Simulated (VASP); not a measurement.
A run of VASP 6.6.1 is set up as follows.

The input INCAR:

```
SYSTEM = BN
  PREC = Accurate
  ENCUT = 520
  EDIFF = 1E-6
  ISMEAR = 0
  SIGMA = 0.05
  LREAL = .False.
  LASPH = .True.
  NELM = 80
  ALGO = Normal
  ISIF = 2
  LWAVE = .False.
  LCHARG = .False.
  GGA = CA
  NBANDS = 11
```

Contents of KPOINTS:

```
Automatic mesh
0
Gamma
  12 12 12
  0 0 0
```

Contents of POSCAR:

```
BN
1.0
    0.0000000000      1.7060992614      2.0473191137
    1.7060992614      0.0000000000      2.0473191137
    1.7060992614      1.7060992614      0.0000000000
B N
1 1
Direct
    0.0000000000      0.0000000000      0.0000000000
    0.7500000000      0.7500000000      0.7500000000
```

Potentials or basis: VASP PAW LDA potentials, release 64 (B, N).

Command:

```bash
$ cat potpaw_LDA.64/B/POTCAR potpaw_LDA.64/N/POTCAR > POTCAR
$ mpirun -np 1 vasp_std > vasp.out
```

Q: Estimate the band gap on the k mesh.

A: 2.66 eV, indirect (least direct gap 6.82 eV).

Q: Estimate the pressure.

A: -12.9 GPa.

Stress tensor (GPa, compression positive):
```
  33.31    0.00    0.00
   0.00   33.31    0.00
   0.00    0.00 -105.40
```

 A k mesh can miss the band edges.
